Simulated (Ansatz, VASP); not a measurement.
Two plane-wave programs on Mo

```
Mo
1.0
     3.12931    0.00000    0.00000
     0.00000    3.12931    0.00000
     1.56465   -1.56465    1.56465
Mo
1
Direct
  0.00000 0.00000 0.00000
```

Alike in both runs: task single point; functional PBEsol; k mesh 11 × 11 × 22; occupations gaussian, width 0.1 eV; no spin polarisation.

|  | VASP | Ansatz |
| --- | --- | --- |
| version | VASP 6.6.1 | Ansatz 0.2.0 |
| potentials or method | VASP PAW PBE potentials, release 64 (Mo_sv), cutoff 500 eV | scalar-relativistic, plane waves, PAW |
| valence electrons in the cell | 14 | 14 |

Ansatz gave:

```
gap on the k mesh at the Fermi level (eV) : none
pressure (GPa)                            : 0.1
```

**Question.** What did VASP give for the same quantities?

**Answer.** gap on the k mesh at the Fermi level (eV): none; pressure (GPa): 0.7.

VASP's potentials were made for PBE, not for PBEsol. A gap of «none» marks a metal or a gap that the smearing closes.
